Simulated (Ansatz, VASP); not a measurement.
# One calculation of LiNbO3, two programs

The input INCAR:

```
SYSTEM = LiNbO3
ALGO = Normal
EDIFF = 1E-6
ENCUT = 520
GGA = PE
ISIF = 2
ISMEAR = 0
LASPH = .True.
LCHARG = .False.
LREAL = .False.
LWAVE = .False.
NBANDS = 45
NELM = 80
PREC = Accurate
SIGMA = 0.05
```

KPOINTS

```
k-points
0
Gamma
  6 6 6
  0 0 0
```

Contents of POSCAR:

```
LiNbO3
1.0
    2.6509859425      1.5305474475      4.4050549744
   -2.6509859425      1.5305474475      4.4050549744
    0.0000000000     -3.0610948950      4.4050549745
Li Nb O
2 2 6
Direct
    0.2815913687      0.2815913687      0.2815913687
    0.7815913687      0.7815913687      0.7815913687
    0.0004900497      0.0004900497      0.0004900497
    0.5004900497      0.5004900497      0.5004900497
    0.1104619503      0.3580262714      0.7211003599
    0.7211003599      0.1104619503      0.3580262714
    0.3580262714      0.7211003599      0.1104619503
    0.2211003599      0.8580262714      0.6104619503
    0.8580262714      0.6104619503      0.2211003599
    0.6104619503      0.2211003599      0.8580262714
```

Input for Ansatz:

```yaml
crystal:
  lattice:
    - [2.6509859425, 1.5305474475, 4.4050549744]
    - [-2.6509859425, 1.5305474475, 4.4050549744]
    - [0.0, -3.061094895, 4.4050549745]
  atoms:
    - { symbol: Li, position: [0.2815913687, 0.2815913687, 0.2815913687] }
    - { symbol: Li, position: [0.7815913687, 0.7815913687, 0.7815913687] }
    - { symbol: Nb, position: [0.0004900497, 0.0004900497, 0.0004900497] }
    - { symbol: Nb, position: [0.5004900497, 0.5004900497, 0.5004900497] }
    - { symbol: O, position: [0.1104619503, 0.3580262714, 0.7211003599] }
    - { symbol: O, position: [0.7211003599, 0.1104619503, 0.3580262714] }
    - { symbol: O, position: [0.3580262714, 0.7211003599, 0.1104619503] }
    - { symbol: O, position: [0.2211003599, 0.8580262714, 0.6104619503] }
    - { symbol: O, position: [0.8580262714, 0.6104619503, 0.2211003599] }
    - { symbol: O, position: [0.6104619503, 0.2211003599, 0.8580262714] }
basis:
  ecutwfc: 520.0
kpoints:
  mp_grid: { grid: [6, 6, 6] }
hamiltonian:
  xc: pbe
  pseudopotentials: { kind: paw, azcp: { folder: soft_1 } }
scf:
  occupations: { method: gaussian, width: 0.05 }
output:
  forces: true
  stress: true
  eigenvalues: true
```

Alike in both runs: task single point; functional PBE; k mesh 6 × 6 × 6; occupations gaussian, width 0.05 eV; no spin polarisation.

```csv
,VASP,Ansatz
version,VASP 6.6.1,Ansatz 0.2.0
potentials or method,"VASP PAW PBE potentials, release 64 (Li_sv, Nb_sv, O), cutoff 520 eV","scalar-relativistic, plane waves, PAW"
valence electrons in the cell,68,68
```

Ansatz gave:

| Quantity | Value |
| --- | --- |
| gap on the k mesh at the Fermi level (eV) | 3.51 |
| least direct gap on the mesh (eV) | 3.57 |
| rms of the force components (eV/Å) | 0.072 |

Question: Estimate VASP's values.

Answer: gap on the k mesh at the Fermi level (eV): 3.49; least direct gap on the mesh (eV): 3.56; rms of the force components (eV/Å): 0.072.

Atom by atom the forces differ by 0.011 eV/Å (rms over components).

Noted on VASP's run: the cutoff is short for stress, so the pressure is rough.
